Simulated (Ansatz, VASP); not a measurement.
**Two plane-wave programs on KI**

The input POSCAR:

```
KI
1.0
    0.0000000000      3.5245500000      3.5245500000
    3.5245500000      0.0000000000      3.5245500000
    3.5245500000      3.5245500000      0.0000000000
K I
1 1
Direct
    0.0000000000      0.0000000000      0.0000000000
    0.4893603439      0.4893603439      0.5106396561
```

The input INCAR.step1:

```
ALGO = Normal
EDIFF = 1E-4
ENCUT = 520
GGA = PE
ISMEAR = 0
LASPH = T
LCHARG = F
LREAL = F
LWAVE = T
NBANDS = 15
NELM = 100
PREC = Accurate
SIGMA = 0.05
```

File INCAR.step2:

```
ALGO = Normal
EDIFF = 1E-6
ENCUT = 520
ISIF = 2
ISMEAR = 0
ISTART = 1
LASPH = T
LCHARG = F
LMIXTAU = T
LREAL = F
LWAVE = F
METAGGA = R2SCAN
NBANDS = 15
NELM = 100
PREC = Accurate
SIGMA = 0.05
```

File KPOINTS:

```
k-points
0
Gamma
  6 6 6
```

Input for Ansatz:

```yaml
crystal:
  lattice:
    - [0.0, 3.52455, 3.52455]
    - [3.52455, 0.0, 3.52455]
    - [3.52455, 3.52455, 0.0]
  atoms:
    - { symbol: K, position: [0.0, 0.0, 0.0] }
    - { symbol: I, position: [0.4893603439, 0.4893603439, 0.5106396561] }
basis:
  ecutwfc: 500
kpoints:
  mp_grid: { grid: [6, 6, 6] }
hamiltonian:
  xc: r2scan
scf:
  occupations: { method: gaussian, width: 0.05 }
output:
  forces: true
  stress: true
  eigenvalues: true
```

Change from the starting cell: all I atoms moved +0.075 Å, as atom 2 towards its neighbour atom 1 (K) at 3.525 Å.

Alike in both runs: task single point; functional r2SCAN; k mesh 6 × 6 × 6; occupations gaussian, width 0.05 eV; no spin polarisation.

```csv
,VASP,Ansatz
version,VASP 6.6.1,Ansatz 0.2.0
potentials or method,"VASP PAW PBE potentials, release 64 (K_sv, I), cutoff 520 eV","scalar-relativistic, plane waves, PAW"
valence electrons in the cell,16,26
```

```tsv
	VASP	Ansatz	Ansatz less VASP
gap on the k mesh at the Fermi level (eV)	4.63	4.63	+0.003
least direct gap on the mesh (eV)	4.63	4.63	+0.003
pressure (GPa)	0.3	0.3	0.00
traceless stress, the component that is largest in VASP (GPa)	0.06	0.06	-0.001
rms of the force components (eV/Å)	0.054	0.053	-0.0005
```

VASP's potentials were made for PBE, not for r2SCAN. Atom by atom the forces differ by 0.001 eV/Å (rms over components). VASP's potentials hold 16 valence electrons a cell and Ansatz's 26, so a difference there can come from the potentials and not from the codes.

Spin-orbit coupling is off throughout.
